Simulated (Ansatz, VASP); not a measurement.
InP: VASP beside Ansatz

File POSCAR:

```
InP
1.0
    0.0000000000      2.9538133435      2.9538133435
    2.9538133435      0.0000000000      2.9538133435
    2.9538133435      2.9538133435      0.0000000000
In P
1 1
Direct
    0.0000000000      0.0000000000      0.0000000000
    0.2500000000      0.2500000000      0.2500000000
```

Contents of INCAR.step1:

```
PREC = Accurate
ENCUT = 520
EDIFF = 1E-5
ISMEAR = 0
SIGMA = 0.01
LREAL = F
LASPH = T
NELM = 60
ALGO = Normal
ISIF = 2
LWAVE = T
LCHARG = F
GGA = PE
NBANDS = 16
```

Contents of INCAR.step2:

```
PREC = Accurate
ENCUT = 520
EDIFF = 1E-7
ISMEAR = 0
SIGMA = 0.01
LREAL = F
LASPH = T
NELM = 60
ALGO = Normal
ISIF = 2
LWAVE = F
LCHARG = F
GGA = PE
LHFCALC = T
HFSCREEN = 0.2079
PRECFOCK = Normal
ISTART = 1
NBANDS = 16
```

File KPOINTS:

```
regular mesh
0
Gamma
  6 6 6
```

Input for Ansatz:

```yaml
crystal:
  lattice:
    - [0.0, 2.9538133435, 2.9538133435]
    - [2.9538133435, 0.0, 2.9538133435]
    - [2.9538133435, 2.9538133435, 0.0]
  atoms:
    - { symbol: In, position: [0.0, 0.0, 0.0] }
    - { symbol: P, position: [0.25, 0.25, 0.25] }
kpoints:
  mp_grid: { grid: [6, 6, 6] }
  band_path:
    path:
      - [0.0, 0.0, 0.0]
      - [-0.5, -0.5, 0.0]
      - [-0.375, -0.375, 0.25]
      - [-0.375, 0.0, 0.375]
      - [0.0, 0.0, 0.5]
      - [-0.5, -0.25, 0.25]
    npoints: 1
hamiltonian:
  xc: hse06
scf:
  occupations: { method: fixed }
  n_extra_bands: 4
output:
  forces: true
  stress: true
  eigenvalues: true
```

Alike in both runs: task single point; functional HSE06; k mesh 6 × 6 × 6; no spin polarisation.

|  | VASP | Ansatz |
| --- | --- | --- |
| version | VASP 6.6.1 | Ansatz 0.2.0 |
| potentials or method | VASP PAW PBE potentials, release 64 (In_d, P) | plane waves, PAW |
| plane-wave cutoff (eV) | 520 | 420 |
| occupations | gaussian, width 0.01 eV | fixed |
| valence electrons in the cell | 18 | 18 |

```tsv
	VASP	Ansatz	Ansatz less VASP
gap on the k mesh at the Fermi level (eV)	1.35	1.36	+0.004
pressure (GPa)	-0.3	-0.2	+0.09
```

Ansatz's warnings: stress exchange threshold loose, stress scf threshold loose.
